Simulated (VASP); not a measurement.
# TaN (Fmmm) in VASP: single point with PBE

Aim: the single point of TaN with PBE.

Everything below comes from runs of VASP 6.6.1. Logs are shortened: lines on timing, memory, paths and dates and some standing lists are left out, and cuts for length are marked.

## 1. The cell of the first run

Symmetry: Fmmm, No. 69, orthorhombic system. The conventional cell has a = 4.249 Å, b = 4.358 Å, c = 4.467 Å, α = 90.00°, β = 90.00°, γ = 90.00°. Ta (site symmetry mmm) has 6 N at 2.12 to 2.23 Å within 2.8 Å. N (site symmetry mmm) has 6 Ta at 2.12 to 2.23 Å within 2.8 Å.

## 2. Single point, PBE (strain +0.0250 x Voigt [1, -1, 0, 0, 0, 0])

File INCAR:

```
PREC = Accurate
ENCUT = 520
EDIFF = 1E-6
ISMEAR = 0
SIGMA = 0.02
LREAL = False
LASPH = True
NELM = 100
ALGO = Normal
ISIF = 2
LWAVE = False
LCHARG = True
GGA = PE
LELF = True
LVHAR = True
NBANDS = 15
```

File KPOINTS:

```
Automatic mesh
0
Gamma
  18 18 18
```

File POSCAR:

```
TaN
1.0
    0.0000000000      2.1245250000      2.1790000000
    2.2334750000      0.0000000000      2.1790000000
    2.2334750000      2.1245250000      0.0000000000
Ta N
1 1
Direct
    0.5000000000      0.5000000000      0.5000000000
    0.0000000000      0.0000000000      0.0000000000
```

Potentials or basis: VASP PAW PBE potentials, release 64 (Ta_pv, N).

Started as:

```bash
> cat potpaw_PBE.64/Ta_pv/POTCAR potpaw_PBE.64/N/POTCAR > POTCAR
> mpirun -np 1 vasp_std > vasp.out
```

OUTCAR:

```text
PREC = Accurate
   ENCUT = 520
   EDIFF = 1E-6
   ISMEAR = 0
   LREAL = False
   LASPH = True
   NELM = 100
   ISIF = 2
   GGA = PE

 ion  position               nearest neighbor table
   1  0.500  0.500  0.500-   2 2.12   2 2.12   2 2.18   2 2.18   2 2.23   2 2.23
   2  0.000  0.000  0.000-   1 2.12   1 2.12   1 2.18   1 2.18   1 2.23   1 2.23

  LATTYP: Found a face centered orthorhombic cell.
 ALAT       =     4.2490500000
 B/A-ratio  =     1.0256410256
 C/A-ratio  =     1.0512820513

  Lattice vectors:

 A1 = (  -2.2334750000,   0.0000000000,  -2.1790000000)
 A2 = (  -2.2334750000,   2.1245250000,   0.0000000000)
 A3 = (   0.0000000000,   2.1245250000,  -2.1790000000)

Analysis of symmetry for initial positions (statically):
=====================================================================
 Subroutine PRICEL returns:
 Original cell was already a primitive cell.

 Routine SETGRP: Setting up the symmetry group for a
 face centered orthorhombic supercell.

 Subroutine GETGRP returns: Found  8 space group operations
 (whereof  8 operations were pure point group operations)
 out of a pool of  8 trial point group operations.

The static configuration has the point symmetry D_2h.

Analysis of symmetry for dynamics (positions and initial velocities):
=====================================================================
 Subroutine PRICEL returns:
 Original cell was already a primitive cell.

 Routine SETGRP: Setting up the symmetry group for a
 face centered orthorhombic supercell.

 Subroutine GETGRP returns: Found  8 space group operations
 (whereof  8 operations were pure point group operations)
 out of a pool of  8 trial point group operations.

The dynamic configuration has the point symmetry D_2h.

 Subroutine INISYM returns: Found  8 space group operations
 (whereof  8 operations are pure point group operations),
 and found     1 'primitive' translations

----------------------------------------------------------------------------------------

                                     Primitive cell

  volume of cell :      20.6790

  direct lattice vectors                    reciprocal lattice vectors
     0.000000000  2.124525000  2.179000000    -0.223866397  0.235346725  0.229463056
     2.233475000  0.000000000  2.179000000     0.223866397 -0.235346725  0.229463056
     2.233475000  2.124525000  0.000000000     0.223866397  0.235346725 -0.229463056

  length of vectors
     3.043295496  3.120328761  3.082534193     0.397690255  0.397690255  0.397690255

  position of ions in fractional coordinates (direct lattice)
     0.500000000  0.500000000  0.500000000
     0.000000000  0.000000000  0.000000000

  ion indices of the primitive-cell ions
   primitive index   ion index
                 1           1
                 2           2

----------------------------------------------------------------------------------------

 KPOINTS: Automatic mesh

Automatic generation of k-mesh.
 Grid dimensions read from file:
 generate k-points for:   18   18   18

 Generating k-lattice:

  Cartesian coordinates                     Fractional coordinates (reciprocal lattice)
    -0.012437022  0.013074818  0.012747948     0.055555556  0.000000000  0.000000000
     0.012437022 -0.013074818  0.012747948    -0.000000000  0.055555556 -0.000000000
     0.012437022  0.013074818 -0.012747948     0.000000000  0.000000000  0.055555556

  Length of vectors
     0.022093903  0.022093903  0.022093903

  Shift w.r.t. Gamma in fractional coordinates (k-lattice)
     0.000000000  0.000000000  0.000000000

 Subroutine IBZKPT returns following result:
 ===========================================

 Found    865 irreducible k-points:

 Following reciprocal coordinates:
            Coordinates               Weight
  0.000000  0.000000  0.000000      1.000000
  0.055556 -0.000000  0.000000      8.000000
  0.111111 -0.000000  0.000000      8.000000
  0.166667 -0.000000  0.000000      8.000000
  0.222222  0.000000  0.000000      8.000000
  0.277778  0.000000  0.000000      8.000000
[... 16 lines left out ...]
 -0.277778  0.055556 -0.000000      8.000000
 -0.222222  0.055556 -0.000000      8.000000
 [... further k-points ...]
   k-points           NKPTS =    865   k-points in BZ     NKDIM =    865   number of bands    NBANDS=     15
   number of dos      NEDOS =    301   number of ions     NIONS =      2
   total plane-waves  NPLWV =  13824
   dimension x,y,z NGX =    24 NGY =   24 NGZ =   24
   dimension x,y,z NGXF=    48 NGYF=   48 NGZF=   48
   ions per type =               1   1
   NGX,Y,Z   is equivalent  to a cutoff of  13.11, 12.79, 12.94 a.u.
   NGXF,Y,Z  is equivalent  to a cutoff of  26.22, 25.57, 25.89 a.u.
 SYSTEM =  unknown system
   PREC   = accura    normal or accurate (medium, high low for compatibility)
   ISTART =      0    job   : 0-new  1-cont  2-samecut
   ICHARG =      2    charge: 1-file 2-atom 10-const
   ISPIN  =      1    spin polarized calculation?
   LNONCOLLINEAR =      F non collinear calculations
   LSORBIT =      F    spin-orbit coupling
   LASPH  =      T    aspherical Exc in radial PAW
   ENCUT  =  520.0 eV  38.22 Ry    6.18 a.u.   5.66  5.80  5.73*2*pi/ulx,y,z
   NELM   =    100;   NELMIN=  2; NELMDL= -5     # of ELM steps
   EDIFF  = 0.1E-05   stopping-criterion for ELM
   LREAL  =      F    real-space projection
   EDIFFG = 0.1E-04   stopping-criterion for IOM
   NSW    =      0    number of steps for IOM
   IBRION =     -1    ionic relax: 0-MD 1-quasi-New 2-CG
   NFREE  =      0    steps in history (QN), initial steepest desc. (CG)
   ISIF   =      2    stress and relaxation
   ISYM   =      2    0-nonsym 1-usesym 2-fastsym
   POTIM  = 0.5000    time-step for ionic-motion
   TEBEG  =    0.0;   TEEND  =   0.0 temperature during run
   PSTRESS=    0.0 pullay stress
   NELECT =      16.0000    total number of electrons
   NUPDOWN=      -1.0000    fix difference up-down
   EMIN   =  10.00;   EMAX   =-10.00  energy-range for DOS
   EFERMI =   0.00;   METHOD = LEGACY
   ISMEAR =     0;   SIGMA  =   0.02  broadening in eV -4-tet -1-fermi 0-gaus
   EFERMI_NEDOS =   21; number of points for ismear=-14 and -15
   IALGO  =     38    algorithm
   IMIX   =      4    mixing-type and parameters
     AMIX     =   0.40;   BMIX     =  1.00
     AMIX_MAG =   1.60;   BMIX_MAG =  1.00
  volume/ion in A,a.u.               =      10.34        69.77
  Fermi-wavevector in a.u.,A,eV,Ry     =   1.502928  2.840122 30.732728  2.258792
  Thomas-Fermi vector in A             =   2.614105
   LORBIT       =      0    0 simple, 1 ext, 2 COOP (PROOUT), +10 PAW based schemes
   GGA     = PE    functional components
   LHFCALC =     F    Hartree Fock is set to
   AEXX    =    0.0000 exact exchange contribution
   IVDW    =     0    specifies the selected vdW correction
   LEPSILON=     F    determine dielectric tensor
   LRPA    =     F    only Hartree local field effects (RPA)
 non-spin polarized calculation
 Gauss-broadening in eV      SIGMA  =   0.02
  energy-cutoff  :      520.00
  volume of cell :       20.68
 maximum number of plane-waves:       570
   NGX = 11   NGY = 11   NGZ = 11

 number of electron      16.0000001 magnetization

 Free energy of the ion-electron system (eV)
  ---------------------------------------------------
  ext. energy  EPLUGINS =         0.00000000
  ---------------------------------------------------
  free energy    TOTEN  =       -21.72768481 eV

  energy without entropy =      -21.72758046  energy(sigma->0) =      -21.72763263

 E-fermi :   9.8797     XC(G=0): -13.5894

 val. band max:        9.8726373923   @ k =  -0.2778   0.1111  -0.0000
 cond. band min:       9.8875634530   @ k =   0.2222  -0.3333   0.0556
 fundamental gap:      0.0149260607
 Fermi energy:         9.8796920056

 k-point     1 :       0.0000    0.0000    0.0000
  band No.  band energies     occupation
      1     -25.8617      2.00000
      2     -25.8405      2.00000
      3     -25.8372      2.00000
      4      -9.2398      2.00000
      5       5.8409      2.00000
      6       5.9453      2.00000
      7       6.0853      2.00000
      8       7.3834      2.00000
      9       7.6986      2.00000
     10       8.0058      2.00000
     11       9.4342      2.00000
     12      10.0827      0.00000
     13      12.0344      0.00000
     14      19.3049      0.00000
     15      22.3106      0.00000

 k-point     2 :       0.0556   -0.0000    0.0000
  band No.  band energies     occupation
      1     -25.8814      2.00000
      2     -25.8542      2.00000
      3     -25.8406      2.00000
      4      -9.1597      2.00000
      5       5.4753      2.00000
      6       5.6137      2.00000
      7       5.7722      2.00000
      8       7.5787      2.00000
      9       7.8536      2.00000
     10       8.1247      2.00000
     11       9.7547      2.00000
     12      10.4139      0.00000
     13      12.2707      0.00000
     14      19.5482      0.00000
     15      22.3105      0.00000

 k-point     3 :       0.1111   -0.0000    0.0000
  band No.  band energies     occupation
      1     -25.9670      2.00000
      2     -25.8682      2.00000
      3     -25.8461      2.00000
      4      -8.9268      2.00000
      5       4.6073      2.00000
      6       4.9685      2.00000
      7       5.1325      2.00000
      8       7.9547      2.00000
      9       8.1686      2.00000
     10       8.3719      2.00000
     11      10.5547      0.00000
     12      11.2415      0.00000
     13      12.8986      0.00000
     14      20.2342      0.00000
     15      22.3102      0.00000

 k-point     4 :       0.1667   -0.0000    0.0000
  band No.  band energies     occupation
      1     -26.1001      2.00000
      2     -25.8848      2.00000
      3     -25.8541      2.00000
      4      -8.5614      2.00000
      5       3.5829      2.00000
      6       4.2766      2.00000
      7       4.4197      2.00000
      8       8.4159      2.00000
      9       8.5581      2.00000
     10       8.7136      2.00000
     11      11.5855      0.00000
     12      12.3146      0.00000
     13      13.7483      0.00000
     14      21.2204      0.00000
     15      22.3098      0.00000
[... 307 lines left out ...]
 k-point    22 :      -0.3333    0.0556   -0.0000
  band No.  band energies     occupation
      1     -26.6114      2.00000
      2     -25.9656      2.00000
      3     -25.8961      2.00000
      4      -6.8496      2.00000
      5       0.4132      2.00000
      6       2.4333      2.00000
      7       2.7057      2.00000
      8       9.9398      0.00002
      9      10.4760      0.00000
     10      11.4013      0.00000
     11      14.7092      0.00000
     12      15.3607      0.00000
     13      16.9833      0.00000
     14      22.0240      0.00000
     15      22.3726      0.00000

 k-point    23 :      -0.2778    0.0556   -0.0000
  band No.  band energies     occupation
      1     -26.4736      2.00000
      2     -25.9479      2.00000
      3     -25.8847      2.00000
      4      -7.3620      2.00000
      5       1.2044      2.00000
      6       2.7988      2.00000
      7       3.1528      2.00000
      8       9.3509      2.00000
      9       9.7409      2.00000
     10      10.7377      0.00000
     11      13.9160      0.00000
     12      14.5967      0.00000
     13      16.3088      0.00000
     14      22.2680      0.00000
     15      22.5574      0.00000

 k-point    24 :      -0.2222    0.0556   -0.0000
  band No.  band energies     occupation
      1     -26.3168      2.00000
      2     -25.9270      2.00000
      3     -25.8728      2.00000
      4      -7.8834      2.00000
      5       2.1061      2.00000
      6       3.2850      2.00000
      7       3.7009      2.00000
      8       8.9013      2.00000
      9       9.0665      2.00000
     10      10.0352      0.00000
     11      12.8153      0.00000
     12      13.6832      0.00000
     13      15.4806      0.00000
     14      22.2978      0.00000
     15      22.5402      0.00000

 [... further k-points ...]
[... 5 lines left out ...]
  --------------------------------------------------------------------------------------
  -------------------------------------------------------------------------------------
  Total        0.1277507      4.5859974      2.0375559      0.0000000      0.0000000      0.0000000
  in kB        9.8979181    355.3155571    157.8664900      0.0000000      0.0000000      0.0000000
  external PRESSURE =     174.3599884 kB  Pullay stress =       0.0000000 kB

 VOLUME and BASIS-vectors are now :
 -----------------------------------------------------------------------------
  energy-cutoff  :      520.00
  volume of cell :       20.68
      direct lattice vectors                 reciprocal lattice vectors
     0.000000000  2.124525000  2.179000000    -0.223866397  0.235346725  0.229463056
     2.233475000  0.000000000  2.179000000     0.223866397 -0.235346725  0.229463056
     2.233475000  2.124525000  0.000000000     0.223866397  0.235346725 -0.229463056

 POSITION                                       TOTAL-FORCE (eV/Angst)
 -----------------------------------------------------------------------------------
      2.23347      2.12453      2.17900         0.000000     -0.000000      0.000000
      0.00000      0.00000      0.00000         0.000000      0.000000      0.000000
 -----------------------------------------------------------------------------------
    total drift:                                0.000000     -0.000000     -0.000000

  FREE ENERGIE OF THE ION-ELECTRON SYSTEM (eV)
  ---------------------------------------------------
  free  energy   TOTEN  =       -21.7276848051 eV

  energy  without entropy=      -21.7275804557  energy(sigma->0) =      -21.72763263
```

Run time: 2.3 min. Hardware: 1 thread of Intel Xeon Platinum 8259CL at 2.50GHz (Skylake/Cascade Lake), shared host; peak memory 0.37 GiB.

What came out:

* Free energy: -21.7277 eV
* Pressure: 17.4 GPa
* Band gap on the k mesh: zero (band 8 reaches 11.67 eV, above the bottom of band 9 at 7.70 eV)

Caveat: the cell differs from its parent crystal (strain +0.0250 x Voigt [1, -1, 0, 0, 0, 0]); spin-orbit coupling is left out, which moves the levels of the heavy elements.
